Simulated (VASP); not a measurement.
# SnO2 (fluorite type) (Fm-3m) in VASP: a series of runs, part 2 of 2

VASP 6.6.1. Earlier steps stand in the parts before.

## Step 3: Single point, PBE

This run uses another cell than the first one, of 11.11 Å³/atom.

Contents of INCAR:

```
PREC     = Accurate       # precision mode
ENCUT    = 520            # plane-wave cutoff, eV
EDIFF    = 1E-6           # SCF threshold, eV
ISMEAR   = -1             # smearing method
SIGMA    = 0.06122561905347299 # smearing width, eV
LREAL    = False          # projectors in reciprocal space
LASPH    = True           # aspherical terms in the spheres
NELM     = 60             # most SCF steps
ALGO     = Normal         # electronic algorithm
ISIF     = 2              # what is computed and relaxed
LWAVE    = False          # write WAVECAR
LCHARG   = True           # write CHGCAR
GGA      = PE             # functional
LELF     = True           # ELF
LVHAR    = True         
NBANDS   = 20             # bands
```

Contents of KPOINTS:

```
regular mesh
0
Gamma
  13 13 13
```

Contents of POSCAR:

```
SnO2
1.0
    0.0000000000      2.5541843174      2.5541843174
    2.5541843174      0.0000000000      2.5541843174
    2.5541843174      2.5541843174      0.0000000000
Sn O
1 2
Direct
    0.0000000000      0.0000000000      0.0000000000
    0.2500000000      0.2500000000      0.2500000000
    0.7500000000      0.7500000000      0.7500000000
```

Potentials or basis: VASP PAW PBE potentials, release 64 (Sn_d, O).

The run is started by

```
$ cat potpaw_PBE.64/Sn_d/POTCAR potpaw_PBE.64/O/POTCAR > POTCAR
$ mpirun -np 1 vasp_std > vasp.out
```

OUTCAR:

```text
PREC = Accurate
   ENCUT = 520
   EDIFF = 1E-6
   ISMEAR = -1
   LREAL = False
   LASPH = True
   NELM = 60
   ISIF = 2
   GGA = PE

 ion  position               nearest neighbor table
   1  0.000  0.000  0.000-   3 2.21   3 2.21   3 2.21   2 2.21   3 2.21   2 2.21   2 2.21   2 2.21

   2  0.250  0.250  0.250-   1 2.21   1 2.21   1 2.21   1 2.21
   3  0.750  0.750  0.750-   1 2.21   1 2.21   1 2.21   1 2.21

  LATTYP: Found a face centered cubic cell.
 ALAT       =     5.1083686348

  Lattice vectors:

 A1 = (   0.0000000000,   2.5541843174,   2.5541843174)
 A2 = (   2.5541843174,   0.0000000000,   2.5541843174)
 A3 = (   2.5541843174,   2.5541843174,   0.0000000000)

Analysis of symmetry for initial positions (statically):
=====================================================================
 Subroutine PRICEL returns:
 Original cell was already a primitive cell.

 Routine SETGRP: Setting up the symmetry group for a
 face centered cubic supercell.

 Subroutine GETGRP returns: Found 48 space group operations
 (whereof 48 operations were pure point group operations)
 out of a pool of 48 trial point group operations.

The static configuration has the point symmetry O_h .

Analysis of symmetry for dynamics (positions and initial velocities):
=====================================================================
 Subroutine PRICEL returns:
 Original cell was already a primitive cell.

 Routine SETGRP: Setting up the symmetry group for a
 face centered cubic supercell.

 Subroutine GETGRP returns: Found 48 space group operations
 (whereof 48 operations were pure point group operations)
 out of a pool of 48 trial point group operations.

The dynamic configuration has the point symmetry O_h .

 Subroutine INISYM returns: Found 48 space group operations
 (whereof 48 operations are pure point group operations),
 and found     1 'primitive' translations

----------------------------------------------------------------------------------------

                                     Primitive cell

  volume of cell :      33.3263

  direct lattice vectors                    reciprocal lattice vectors
     0.000000000  2.554184317  2.554184317    -0.195757212  0.195757212  0.195757212
     2.554184317  0.000000000  2.554184317     0.195757212 -0.195757212  0.195757212
     2.554184317  2.554184317  0.000000000     0.195757212  0.195757212 -0.195757212

  length of vectors
     3.612162102  3.612162102  3.612162102     0.339061437  0.339061437  0.339061437

  position of ions in fractional coordinates (direct lattice)
     0.000000000  0.000000000  0.000000000
     0.250000000  0.250000000  0.250000000
     0.750000000  0.750000000  0.750000000

  ion indices of the primitive-cell ions
   primitive index   ion index
                 1           1
                 2           2
                 3           3

----------------------------------------------------------------------------------------

 KPOINTS: regular mesh

Automatic generation of k-mesh.
 Grid dimensions read from file:
 generate k-points for:   13   13   13

 Generating k-lattice:

  Cartesian coordinates                     Fractional coordinates (reciprocal lattice)
    -0.015058247  0.015058247  0.015058247     0.076923077  0.000000000  0.000000000
     0.015058247 -0.015058247  0.015058247     0.000000000  0.076923077  0.000000000
     0.015058247  0.015058247 -0.015058247     0.000000000  0.000000000  0.076923077

  Length of vectors
     0.026081649  0.026081649  0.026081649

  Shift w.r.t. Gamma in fractional coordinates (k-lattice)
     0.000000000  0.000000000  0.000000000

 Subroutine IBZKPT returns following result:
 ===========================================

 Found     84 irreducible k-points:

 Following reciprocal coordinates:
            Coordinates               Weight
  0.000000  0.000000  0.000000      1.000000
  0.076923  0.000000  0.000000      8.000000
  0.153846  0.000000  0.000000      8.000000
  0.230769  0.000000  0.000000      8.000000
  0.307692  0.000000  0.000000      8.000000
  0.384615  0.000000  0.000000      8.000000
[... 16 lines left out ...]
  0.384615  0.153846  0.000000     24.000000
  0.461538  0.153846  0.000000     24.000000
 [... further k-points ...]
   k-points           NKPTS =     84   k-points in BZ     NKDIM =     84   number of bands    NBANDS=     20
   number of dos      NEDOS =    301   number of ions     NIONS =      3
   total plane-waves  NPLWV =  21952
   dimension x,y,z NGX =    28 NGY =   28 NGZ =   28
   dimension x,y,z NGXF=    56 NGYF=   56 NGZF=   56
   ions per type =               1   2
   NGX,Y,Z   is equivalent  to a cutoff of  12.89, 12.89, 12.89 a.u.
   NGXF,Y,Z  is equivalent  to a cutoff of  25.77, 25.77, 25.77 a.u.
 SYSTEM =  unknown system
   PREC   = accura    normal or accurate (medium, high low for compatibility)
   ISTART =      0    job   : 0-new  1-cont  2-samecut
   ICHARG =      2    charge: 1-file 2-atom 10-const
   ISPIN  =      1    spin polarized calculation?
   LNONCOLLINEAR =      F non collinear calculations
   LSORBIT =      F    spin-orbit coupling
   LASPH  =      T    aspherical Exc in radial PAW
   ENCUT  =  520.0 eV  38.22 Ry    6.18 a.u.   6.72  6.72  6.72*2*pi/ulx,y,z
   NELM   =     60;   NELMIN=  2; NELMDL= -5     # of ELM steps
   EDIFF  = 0.1E-05   stopping-criterion for ELM
   LREAL  =      F    real-space projection
   EDIFFG = 0.1E-04   stopping-criterion for IOM
   NSW    =      0    number of steps for IOM
   IBRION =     -1    ionic relax: 0-MD 1-quasi-New 2-CG
   NFREE  =      0    steps in history (QN), initial steepest desc. (CG)
   ISIF   =      2    stress and relaxation
   ISYM   =      2    0-nonsym 1-usesym 2-fastsym
   POTIM  = 0.5000    time-step for ionic-motion
   TEBEG  =    0.0;   TEEND  =   0.0 temperature during run
   PSTRESS=    0.0 pullay stress
   NELECT =      26.0000    total number of electrons
   NUPDOWN=      -1.0000    fix difference up-down
   EMIN   =  10.00;   EMAX   =-10.00  energy-range for DOS
   EFERMI =   0.00;   METHOD = LEGACY
   ISMEAR =    -1;   SIGMA  =   0.06  broadening in eV -4-tet -1-fermi 0-gaus
   EFERMI_NEDOS =   21; number of points for ismear=-14 and -15
   IALGO  =     38    algorithm
   IMIX   =      4    mixing-type and parameters
     AMIX     =   0.40;   BMIX     =  1.00
     AMIX_MAG =   1.60;   BMIX_MAG =  1.00
  volume/ion in A,a.u.               =      11.11        74.97
  Fermi-wavevector in a.u.,A,eV,Ry     =   1.507083  2.847973 30.902884  2.271298
  Thomas-Fermi vector in A             =   2.617715
   LORBIT       =      0    0 simple, 1 ext, 2 COOP (PROOUT), +10 PAW based schemes
   GGA     = PE    functional components
   LHFCALC =     F    Hartree Fock is set to
   AEXX    =    0.0000 exact exchange contribution
   IVDW    =     0    specifies the selected vdW correction
   LEPSILON=     F    determine dielectric tensor
   LRPA    =     F    only Hartree local field effects (RPA)
 non-spin polarized calculation
  energy-cutoff  :      520.00
  volume of cell :       33.33
 maximum number of plane-waves:       914
   NGX = 13   NGY = 13   NGZ = 13

 number of electron      25.9999983 magnetization

 Free energy of the ion-electron system (eV)
  ---------------------------------------------------
  ext. energy  EPLUGINS =         0.00000000
  ---------------------------------------------------
  free energy    TOTEN  =       -17.90495680 eV

  energy without entropy =      -17.90457767  energy(sigma->0) =      -17.90476723

 E-fermi :   7.9341     XC(G=0): -11.7896

 val. band max:        7.7207928292   @ k =   0.0000   0.0000   0.0000
 cond. band min:       8.4153935158   @ k =   0.0769   0.0000   0.0000
 fundamental gap:      0.6946006865
 Fermi energy:         7.9340913384

 k-point     1 :       0.0000    0.0000    0.0000
  band No.  band energies     occupation
      1     -12.8823      2.00000
      2     -12.8823      2.00000
      3     -12.8823      2.00000
      4     -12.7427      2.00000
      5     -12.7427      2.00000
      6     -11.8257      2.00000
[... 12 lines left out ...]
     19      22.8875      0.00000
     20      22.8875      0.00000
[... 507 lines left out ...]
 k-point    24 :       0.4615    0.1538    0.0000
  band No.  band energies     occupation
      1     -13.2589      2.00000
      2     -12.9032      2.00000
      3     -12.8135      2.00000
      4     -12.7543      2.00000
      5     -12.7075      2.00000
      6     -10.0213      2.00000
[... 12 lines left out ...]
     19      23.4751      0.00000
     20      25.8628      0.00000

 [... further k-points ...]

------------------------ aborting loop because EDIFF is reached ----------------------------------------

  FORCE on cell =-STRESS in cart. coord.  units (eV):
  Direction    XX          YY          ZZ          XY          YZ          ZX
  --------------------------------------------------------------------------------------
  -------------------------------------------------------------------------------------
  Total        0.9664142      0.9664142      0.9664142      0.0000000      0.0000000      0.0000000
  in kB       46.4608544     46.4608544     46.4608544      0.0000000      0.0000000      0.0000000
  external PRESSURE =      46.4608544 kB  Pullay stress =       0.0000000 kB

 VOLUME and BASIS-vectors are now :
 -----------------------------------------------------------------------------
  energy-cutoff  :      520.00
  volume of cell :       33.33
      direct lattice vectors                 reciprocal lattice vectors
     0.000000000  2.554184317  2.554184317    -0.195757212  0.195757212  0.195757212
     2.554184317  0.000000000  2.554184317     0.195757212 -0.195757212  0.195757212
     2.554184317  2.554184317  0.000000000     0.195757212  0.195757212 -0.195757212

 POSITION                                       TOTAL-FORCE (eV/Angst)
 -----------------------------------------------------------------------------------
      0.00000      0.00000      0.00000         0.000000     -0.000000     -0.000000
      1.27709      1.27709      1.27709         0.000000      0.000000     -0.000000
      3.83128      3.83128      3.83128        -0.000000     -0.000000      0.000000
 -----------------------------------------------------------------------------------
    total drift:                               -0.000000     -0.000000      0.000000

  FREE ENERGIE OF THE ION-ELECTRON SYSTEM (eV)
  ---------------------------------------------------
  free  energy   TOTEN  =       -17.9049567977 eV

  energy  without entropy=      -17.9045776652  energy(sigma->0) =      -17.90476723
```

It took 28 s on 1 thread of Intel Xeon 6975P-C (Granite Rapids), shared host; peak memory 0.19 GiB.

What came out:

```yaml
Free_energy: -17.9050 eV
Pressure: 4.6 GPa
Band_gap_on_the_k_mesh: 0.08 eV (least direct gap 1.39 eV)
```

Caveat: the cell stands under pressure; the smearing spreads over this small gap; semilocal functionals underestimate gaps, and a narrow one can read as zero; spin-orbit coupling is left out, which moves the levels of the heavy elements; an odd mesh through Γ misses points on the zone boundary, where band edges can lie.

The gap in the log of VASP goes by the Fermi energy; the results here count the filled bands.